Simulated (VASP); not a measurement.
# Mn (P6/mmm) in VASP: a series of runs

Runs on Mn. Level: PBE. Tasks: single point.

Everything below comes from runs of VASP 6.6.1. Logs are shortened: lines on timing, memory, paths and dates and some standing lists are left out, and cuts for length are marked.

### 1 The cell of the first run

It takes space group P6/mmm (No. 191, hexagonal). Conventional cell: a = 3.270 Å, b = 3.270 Å, c = 2.026 Å, α = 90.00°, β = 90.00°, γ = 120.00°. Mn (site symmetry 6/mmm) has 14 Mn at 2.03 to 2.14 Å within 2.7 Å. Mn (site symmetry -6m2) has 11 Mn at 1.89 to 2.14 Å within 2.5 Å.

### 2 Single point, PBE, collinear spin, ferromagnetic start (volume scaled by 0.58)

The input, INCAR:

```
PREC     = Accurate       # precision mode
ENCUT    = 520            # plane-wave cutoff, eV
EDIFF    = 1E-6           # SCF threshold, eV
ISMEAR   = -1             # smearing method
SIGMA    = 0.05           # smearing width, eV
LREAL    = False          # projectors in reciprocal space
LASPH    = True           # aspherical terms in the spheres
NELM     = 150            # most SCF steps
ALGO     = Normal         # electronic algorithm
ISIF     = 2              # what is computed and relaxed
LWAVE    = False          # write WAVECAR
LCHARG   = False          # write CHGCAR
ISPIN    = 2              # spin polarisation
MAGMOM   = 3 3 3          # initial moments
LORBIT   = 11             # projections on sites
LMAXMIX  = 4              # l up to which the mixer works
GGA      = PE             # functional
NBANDS   = 30             # bands
```

The input, KPOINTS:

```
Automatic mesh
0
Gamma
  9 9 12
```

The input, POSCAR:

```
Mn
1.0
    3.2696836318      0.0000000000      0.0000000000
   -1.6348418160      2.8316290875      0.0000000000
    0.0000000000      0.0000000000      2.0255553286
Mn
3
Direct
    0.0000000000      0.0000000000      0.0000000000
    0.3333333333      0.6666666667      0.5000000000
    0.6666666667      0.3333333333      0.5000000000
```

Potentials or basis: VASP PAW PBE potentials, release 64 (Mn_pv).

Launch:

```bash
$ cat potpaw_PBE.64/Mn_pv/POTCAR > POTCAR
$ mpirun -np 1 vasp_std > vasp.out
```

OUTCAR:

```text
PREC = Accurate
   ENCUT = 520
   EDIFF = 1E-6
   ISMEAR = -1
   LREAL = False
   LASPH = True
   NELM = 150
   ISIF = 2
   ISPIN = 2
   LORBIT = 11
   GGA = PE

 ion  position               nearest neighbor table
   1  0.000  0.000  0.000-   2 2.14   3 2.14   2 2.14   3 2.14   3 2.14   3 2.14   2 2.14   2 2.14
                             3 2.14   3 2.14   2 2.14   2 2.14
   2  0.333  0.667  0.500-   3 1.89   3 1.89   3 1.89   1 2.14   1 2.14   1 2.14   1 2.14   1 2.14
                             1 2.14   3 2.77   3 2.77   3 2.77   3 2.77   3 2.77   3 2.77
   3  0.667  0.333  0.500-   2 1.89   2 1.89   2 1.89   1 2.14   1 2.14   1 2.14   1 2.14   1 2.14
                             1 2.14   2 2.77   2 2.77   2 2.77   2 2.77   2 2.77   2 2.77

  LATTYP: Found a hexagonal cell.
 ALAT       =     3.2696836318
 C/A-ratio  =     0.6194958157

  Lattice vectors:

 A1 = (   3.2696836318,   0.0000000000,   0.0000000000)
 A2 = (  -1.6348418160,   2.8316290875,   0.0000000000)
 A3 = (   0.0000000000,   0.0000000000,   2.0255553286)

Analysis of symmetry for initial positions (statically):
=====================================================================
 Subroutine PRICEL returns:
 Original cell was already a primitive cell.

 Routine SETGRP: Setting up the symmetry group for a
 hexagonal supercell.

 Subroutine GETGRP returns: Found 24 space group operations
 (whereof 24 operations were pure point group operations)
 out of a pool of 24 trial point group operations.

The static configuration has the point symmetry D_6h.

Analysis of symmetry for dynamics (positions and initial velocities):
=====================================================================
 Subroutine PRICEL returns:
 Original cell was already a primitive cell.

 Routine SETGRP: Setting up the symmetry group for a
 hexagonal supercell.

 Subroutine GETGRP returns: Found 24 space group operations
 (whereof 24 operations were pure point group operations)
 out of a pool of 24 trial point group operations.

The dynamic configuration has the point symmetry D_6h.

Analysis of structural, dynamic, and magnetic symmetry:
=====================================================================
 Subroutine PRICEL returns:
 Original cell was already a primitive cell.

 Routine SETGRP: Setting up the symmetry group for a
 hexagonal supercell.

 Subroutine GETGRP returns: Found 24 space group operations
 (whereof 24 operations were pure point group operations)
 out of a pool of 24 trial point group operations.

The overall configuration has the point symmetry D_6h.

 Subroutine INISYM returns: Found 24 space group operations
 (whereof 24 operations are pure point group operations),
 and found     1 'primitive' translations

----------------------------------------------------------------------------------------

                                     Primitive cell

  volume of cell :      18.7537

  direct lattice vectors                    reciprocal lattice vectors
     3.269683632  0.000000000  0.000000000     0.305839987  0.176576799  0.000000000
    -1.634841816  2.831629088  0.000000000     0.000000000  0.353153598  0.000000000
     0.000000000  0.000000000  2.025555329     0.000000000  0.000000000  0.493691772

  length of vectors
     3.269683632  3.269683632  2.025555329     0.353153598  0.353153598  0.493691772

  position of ions in fractional coordinates (direct lattice)
     0.000000000  0.000000000  0.000000000
     0.333333333  0.666666667  0.500000000
     0.666666667  0.333333333  0.500000000

  ion indices of the primitive-cell ions
   primitive index   ion index
                 1           1
                 2           2
                 3           3

----------------------------------------------------------------------------------------

 KPOINTS: Automatic mesh

Automatic generation of k-mesh.
 Grid dimensions read from file:
 generate k-points for:    9    9   12

 Generating k-lattice:

  Cartesian coordinates                     Fractional coordinates (reciprocal lattice)
     0.033982221  0.019619644  0.000000000     0.111111111  0.000000000  0.000000000
     0.000000000  0.039239289  0.000000000     0.000000000  0.111111111  0.000000000
     0.000000000  0.000000000  0.041140981     0.000000000  0.000000000  0.083333333

  Length of vectors
     0.039239289  0.039239289  0.041140981

  Shift w.r.t. Gamma in fractional coordinates (k-lattice)
     0.000000000  0.000000000  0.000000000

 Subroutine IBZKPT returns following result:
 ===========================================

 Found     84 irreducible k-points:

 Following reciprocal coordinates:
            Coordinates               Weight
  0.000000  0.000000  0.000000      1.000000
  0.111111  0.000000  0.000000      6.000000
  0.222222  0.000000  0.000000      6.000000
  0.333333  0.000000  0.000000      6.000000
  0.444444  0.000000  0.000000      6.000000
  0.111111  0.111111  0.000000      6.000000
[... 16 lines left out ...]
  0.333333  0.222222  0.083333     24.000000
  0.333333  0.333333  0.083333      4.000000
 [... further k-points ...]
   k-points           NKPTS =     84   k-points in BZ     NKDIM =     84   number of bands    NBANDS=     30
   number of dos      NEDOS =    301   number of ions     NIONS =      3
   total plane-waves  NPLWV =   9216
   dimension x,y,z NGX =    24 NGY =   24 NGZ =   16
   dimension x,y,z NGXF=    48 NGYF=   48 NGZF=   32
   ions per type =               3
   NGX,Y,Z   is equivalent  to a cutoff of  12.20, 12.20, 13.13 a.u.
   NGXF,Y,Z  is equivalent  to a cutoff of  24.41, 24.41, 26.26 a.u.
 SYSTEM =  unknown system
   PREC   = accura    normal or accurate (medium, high low for compatibility)
   ISTART =      0    job   : 0-new  1-cont  2-samecut
   ICHARG =      2    charge: 1-file 2-atom 10-const
   ISPIN  =      2    spin polarized calculation?
   LNONCOLLINEAR =      F non collinear calculations
   LSORBIT =      F    spin-orbit coupling
   LASPH  =      T    aspherical Exc in radial PAW
   ENCUT  =  520.0 eV  38.22 Ry    6.18 a.u.   6.08  6.08  3.77*2*pi/ulx,y,z
   NELM   =    150;   NELMIN=  2; NELMDL= -5     # of ELM steps
   EDIFF  = 0.1E-05   stopping-criterion for ELM
   LREAL  =      F    real-space projection
   EDIFFG = 0.1E-04   stopping-criterion for IOM
   NSW    =      0    number of steps for IOM
   IBRION =     -1    ionic relax: 0-MD 1-quasi-New 2-CG
   NFREE  =      0    steps in history (QN), initial steepest desc. (CG)
   ISIF   =      2    stress and relaxation
   ISYM   =      2    0-nonsym 1-usesym 2-fastsym
   POTIM  = 0.5000    time-step for ionic-motion
   TEBEG  =    0.0;   TEEND  =   0.0 temperature during run
   PSTRESS=    0.0 pullay stress
   NELECT =      39.0000    total number of electrons
   NUPDOWN=      -1.0000    fix difference up-down
   EMIN   =  10.00;   EMAX   =-10.00  energy-range for DOS
   EFERMI =   0.00;   METHOD = LEGACY
   ISMEAR =    -1;   SIGMA  =   0.05  broadening in eV -4-tet -1-fermi 0-gaus
   EFERMI_NEDOS =   21; number of points for ismear=-14 and -15
   IALGO  =     38    algorithm
   IMIX   =      4    mixing-type and parameters
     AMIX     =   0.40;   BMIX     =  1.00
     AMIX_MAG =   1.60;   BMIX_MAG =  1.00
  volume/ion in A,a.u.               =       6.25        42.19
  Fermi-wavevector in a.u.,A,eV,Ry     =   2.089622  3.948812 59.410085  4.366518
  Thomas-Fermi vector in A             =   3.082391
   LORBIT       =     11    0 simple, 1 ext, 2 COOP (PROOUT), +10 PAW based schemes
   GGA     = PE    functional components
   LHFCALC =     F    Hartree Fock is set to
   AEXX    =    0.0000 exact exchange contribution
   IVDW    =     0    specifies the selected vdW correction
   LEPSILON=     F    determine dielectric tensor
   LRPA    =     F    only Hartree local field effects (RPA)
 spin polarized calculation
  energy-cutoff  :      520.00
  volume of cell :       18.75
 maximum number of plane-waves:       516
   NGX = 13   NGY = 13   NGZ =  7

 number of electron      39.0000087 magnetization      -0.0000001

 number of electron      39.0000087 magnetization       0.0000031

 Free energy of the ion-electron system (eV)
  ---------------------------------------------------
  ext. energy  EPLUGINS =         0.00000000
  ---------------------------------------------------
  free energy    TOTEN  =       -13.84762560 eV

  energy without entropy =      -13.83284314  energy(sigma->0) =      -13.84023437

 E-fermi :  20.4909     XC(G=0): -17.6037

 val. band max:       20.4889847521   @ k =   0.0000   0.0000   0.0833
 cond. band min:      20.5035170785   @ k =   0.3333   0.1111   0.4167
 fundamental gap:      0.0145323265
 Fermi energy:        20.4909386487

 spin component 1

 k-point     1 :       0.0000    0.0000    0.0000
  band No.  band energies     occupation
      1     -29.7148      1.00000
      2     -29.7148      1.00000
      3     -28.6526      1.00000
      4     -28.6526      1.00000
      5     -27.4536      1.00000
      6     -26.5378      1.00000
[... 781 lines left out ...]
     29      43.8503      0.00000
     30      43.8503      0.00000

 [... further k-points ...]

 spin component 2

 k-point     1 :       0.0000    0.0000    0.0000
  band No.  band energies     occupation
      1     -29.7148      1.00000
      2     -29.7148      1.00000
      3     -28.6526      1.00000
      4     -28.6526      1.00000
      5     -27.4536      1.00000
      6     -26.5378      1.00000
[... 781 lines left out ...]
     29      43.8503      0.00000
     30      43.8503      0.00000

 [... further k-points ...]

------------------------ aborting loop because EDIFF is reached ----------------------------------------

  FORCE on cell =-STRESS in cart. coord.  units (eV):
  Direction    XX          YY          ZZ          XY          YZ          ZX
  --------------------------------------------------------------------------------------
  -------------------------------------------------------------------------------------
  Total       58.4236508     58.4236508     56.8385732     -0.0000000      0.0000000     -0.0000000
  in kB     4991.2930138   4991.2930139   4855.8754766     -0.0000002      0.0000000     -0.0000000
  external PRESSURE =    4946.1538348 kB  Pullay stress =       0.0000000 kB

 VOLUME and BASIS-vectors are now :
 -----------------------------------------------------------------------------
  energy-cutoff  :      520.00
  volume of cell :       18.75
      direct lattice vectors                 reciprocal lattice vectors
     3.269683632  0.000000000  0.000000000     0.305839987  0.176576799  0.000000000
    -1.634841816  2.831629088  0.000000000     0.000000000  0.353153598  0.000000000
     0.000000000  0.000000000  2.025555329     0.000000000  0.000000000  0.493691772

 POSITION                                       TOTAL-FORCE (eV/Angst)
 -----------------------------------------------------------------------------------
      0.00000      0.00000      0.00000         0.000000      0.000000      0.000000
     -0.00000      1.88775      1.01278        -0.000000      0.000000      0.000000
      1.63484      0.94388      1.01278         0.000000     -0.000000      0.000000
 -----------------------------------------------------------------------------------
    total drift:                                0.000000      0.000000      0.000000

  FREE ENERGIE OF THE ION-ELECTRON SYSTEM (eV)
  ---------------------------------------------------
  free  energy   TOTEN  =       -13.8476255975 eV

  energy  without entropy=      -13.8328431386  energy(sigma->0) =      -13.84023437

 total charge

# of ion       s       p       d       tot
------------------------------------------
    1        0.684   6.867   6.139  13.689
    2        0.707   6.884   6.208  13.800
    3        0.707   6.884   6.208  13.800
--------------------------------------------------
tot          2.098  20.635  18.556  41.289

 magnetization (x)

# of ion       s       p       d       tot
------------------------------------------
    1       -0.000  -0.000   0.000  -0.000
    2        0.000  -0.000   0.000   0.000
    3        0.000  -0.000   0.000   0.000
--------------------------------------------------
tot         -0.000  -0.000   0.000  -0.000
```

Wall time 53 s (1 thread of AMD EPYC 9R45 (Zen 5), shared host); peak memory 0.15 GiB.

What came out:

```yaml
Free_energy: -13.8476 eV
Pressure: 494.6 GPa
Net_moment: 0.00 μB per cell
```

Caveat: the starting moments collapsed, and a magnetic state may lie lower.

### 3 Single point, PBE, collinear spin, ferromagnetic start (volume scaled by 0.58)

The input, INCAR:

```
SYSTEM = Mn
ALGO = Normal ; EDIFF = 1E-6
ENCUT = 520 ; GGA = PE
ISIF = 2 ; ISMEAR = -1
ISPIN = 2 ; LASPH = .TRUE.
LCHARG = .FALSE. ; LMAXMIX = 4
LORBIT = 11 ; LREAL = .FALSE.
LWAVE = .FALSE. ; MAGMOM = 3 3 3
NBANDS = 30 ; NELM = 150
PREC = Accurate ; SIGMA = 0.05
```

The input, KPOINTS:

```
k-points
0
G
  9 9 12
  0 0 0
```

POSCAR is that of step 2.

Potentials or basis: VASP PAW PBE potentials, release 64 (Mn_pv).

Launch:

```bash
$ cat potpaw_PBE.64/Mn_pv/POTCAR > POTCAR
$ mpirun -np 1 vasp_std > vasp.out
```

OUTCAR:

```text
SYSTEM = Mn
   EDIFF = 1E-6
   ENCUT = 520
   GGA = PE
   ISIF = 2
   ISMEAR = -1
   ISPIN = 2
   LASPH = .TRUE.
   LORBIT = 11
   LREAL = .FALSE.
   NELM = 150
   PREC = Accurate

 ion  position               nearest neighbor table
   1  0.000  0.000  0.000-   2 2.14   3 2.14   2 2.14   3 2.14   3 2.14   3 2.14   2 2.14   2 2.14
                             3 2.14   3 2.14   2 2.14   2 2.14
   2  0.333  0.667  0.500-   3 1.89   3 1.89   3 1.89   1 2.14   1 2.14   1 2.14   1 2.14   1 2.14
                             1 2.14   3 2.77   3 2.77   3 2.77   3 2.77   3 2.77   3 2.77
   3  0.667  0.333  0.500-   2 1.89   2 1.89   2 1.89   1 2.14   1 2.14   1 2.14   1 2.14   1 2.14
                             1 2.14   2 2.77   2 2.77   2 2.77   2 2.77   2 2.77   2 2.77

  LATTYP: Found a hexagonal cell.
 ALAT       =     3.2696836318
 C/A-ratio  =     0.6194958157
[... 1813 lines left out ...]
    -1.634841816  2.831629088  0.000000000     0.000000000  0.353153598  0.000000000
     0.000000000  0.000000000  2.025555329     0.000000000  0.000000000  0.493691772

 POSITION                                       TOTAL-FORCE (eV/Angst)
 -----------------------------------------------------------------------------------
      0.00000      0.00000      0.00000         0.000000      0.000000      0.000000
     -0.00000      1.88775      1.01278        -0.000000      0.000000      0.000000
      1.63484      0.94388      1.01278         0.000000     -0.000000      0.000000
 -----------------------------------------------------------------------------------
    total drift:                                0.000000      0.000000      0.000000

  FREE ENERGIE OF THE ION-ELECTRON SYSTEM (eV)
  ---------------------------------------------------
  free  energy   TOTEN  =       -13.8476255975 eV

  energy  without entropy=      -13.8328431386  energy(sigma->0) =      -13.84023437

 total charge

# of ion       s       p       d       tot
------------------------------------------
    1        0.684   6.867   6.139  13.689
    2        0.707   6.884   6.208  13.800
    3        0.707   6.884   6.208  13.800
--------------------------------------------------
tot          2.098  20.635  18.556  41.289

 magnetization (x)

# of ion       s       p       d       tot
------------------------------------------
    1       -0.000  -0.000   0.000  -0.000
    2        0.000  -0.000   0.000   0.000
    3        0.000  -0.000   0.000   0.000
--------------------------------------------------
tot         -0.000  -0.000   0.000  -0.000
```

OSZICAR:

```text
N       E                     dE             d eps       ncg     rms          rms(c)
DAV:   1     0.408398006751E+03    0.40840E+03   -0.19962E+04 11160   0.200E+03
DAV:   2     0.871010284381E+01   -0.39969E+03   -0.37797E+03 10086   0.499E+02
DAV:   3    -0.107316485297E+02   -0.19442E+02   -0.19287E+02 10740   0.129E+02
DAV:   4    -0.109002266898E+02   -0.16858E+00   -0.16855E+00 11292   0.121E+01
DAV:   5    -0.109026412864E+02   -0.24146E-02   -0.24146E-02 10938   0.147E+00    0.605E+01
DAV:   6    -0.141899409596E+02   -0.32873E+01   -0.33791E+00 11310   0.258E+01    0.237E+01
DAV:   7    -0.171041384648E+02   -0.29142E+01   -0.20113E+01 10800   0.717E+01    0.251E+01
DAV:   8    -0.138269908174E+02    0.32771E+01   -0.15790E+01 10662   0.389E+01    0.773E+00
DAV:   9    -0.138481388451E+02   -0.21148E-01   -0.18482E-01 11050   0.601E+00    0.339E+00
DAV:  10    -0.138469625883E+02    0.11763E-02   -0.21289E-02 11012   0.175E+00    0.709E-01
DAV:  11    -0.138475103184E+02   -0.54773E-03   -0.17512E-03 11222   0.496E-01    0.138E-01
DAV:  12    -0.138476541292E+02   -0.14381E-03   -0.14632E-04 11204   0.135E-01    0.846E-02
DAV:  13    -0.138476383681E+02    0.15761E-04   -0.74453E-06 11120   0.317E-02    0.297E-02
DAV:  14    -0.138476282278E+02    0.10140E-04   -0.59348E-07  6204   0.101E-02    0.504E-03
DAV:  15    -0.138476260776E+02    0.21502E-05   -0.14102E-07  5670   0.457E-03    0.167E-03
DAV:  16    -0.138476255975E+02    0.48008E-06   -0.38030E-08  5574   0.239E-03
   1 F= -.13847626E+02 E0= -.13840234E+02  d E =-.147825E-01  mag=     0.0000
```

stdout:

```text
POSCAR found type information on POSCAR Mn
 POSCAR found :  1 types and       3 ions
 scaLAPACK will be used
 LDA part: xc-table for (Slater+PW92), standard interpolation
 POSCAR, INCAR and KPOINTS ok, starting setup
 FFT: planning ... GRIDC
 FFT: planning ... GRID_SOFT
 FFT: planning ... GRID
 WAVECAR not read
 entering main loop
```

Wall time 52 s (1 thread of AMD EPYC 9R45 (Zen 5), shared host); peak memory 0.15 GiB.

What came out:

* Free energy: -13.8476 eV
* Pressure: 494.6 GPa
* Net moment: 0.00 μB per cell

Caveat: the starting moments collapsed, and a magnetic state may lie lower.

(Part 1 of 2 ends here.)
